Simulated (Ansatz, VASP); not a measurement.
This is a calculation of Au for VASP 6.6.1.

Contents of INCAR:

```
SYSTEM = Au
PREC = Accurate
ENCUT = 520
EDIFF = 1E-6
ISMEAR = -1
SIGMA = 0.03
LREAL = .FALSE.
LASPH = .TRUE.
NELM = 100
ALGO = Normal
ISIF = 2
LWAVE = .FALSE.
LCHARG = .TRUE.
GGA = PE
LELF = .TRUE.
LVHAR = .TRUE.
NBANDS = 12
```

The input KPOINTS:

```
Automatic mesh
0
G
  6 6 6
  0 0 0
```

File POSCAR:

```
Au
1.0
    0.0000000000      2.0350000000      2.0350000000
    2.0350000000      0.0000000000      2.0350000000
    2.0350000000      2.0350000000      0.0000000000
Au
1
Direct
    0.0000000000      0.0000000000      0.0000000000
```

Potentials or basis: VASP PAW PBE potentials, release 64 (Au).

Run with:

```console
$ cat potpaw_PBE.64/Au/POTCAR > POTCAR
$ mpirun -np 1 vasp_std > vasp.out
```

Task: Set up the same calculation for Ansatz 0.2.0. Potentials there: all-electron LAPW, scalar-relativistic.

Result: As run (the cutoff follows the program's own potentials):

File input.yaml:

```yaml
crystal:
  lattice:
    - [0.0, 2.035, 2.035]
    - [2.035, 0.0, 2.035]
    - [2.035, 2.035, 0.0]
  atoms:
    - { symbol: Au, position: [0.0, 0.0, 0.0] }
kpoints:
  mp_grid: { grid: [6, 6, 6] }
scf:
  occupations: { method: fermi_dirac, width: 0.03 }
hamiltonian:
  xc: pbe
  pseudopotentials: { kind: all_electron, lapw: { basis_error: 0.002 } }
output:
  forces: true
  stress: true
  eigenvalues: true
```

Potentials or basis: all-electron LAPW, scalar-relativistic.

The run is started by

```console
$ ansatz run input.yaml --threads 1 --pin off --max-ram 3072MiB --backend cpu --events-out ev --progress --plain --runs-dir out
```

Both were run:

|  | VASP | Ansatz | Ansatz less VASP |
| --- | --- | --- | --- |
| gap on the k mesh at the Fermi level (eV) | none | none | - |
| pressure (GPa) | 11.9 | 12.2 | +0.31 |

A gap of «none» marks a metal or a gap that the smearing closes. Ansatz ran all-electron here, and VASP with PAW potentials.

The k mesh is coarse, so the values compare programs but aren't converged. Neither program's run includes spin-orbit coupling.
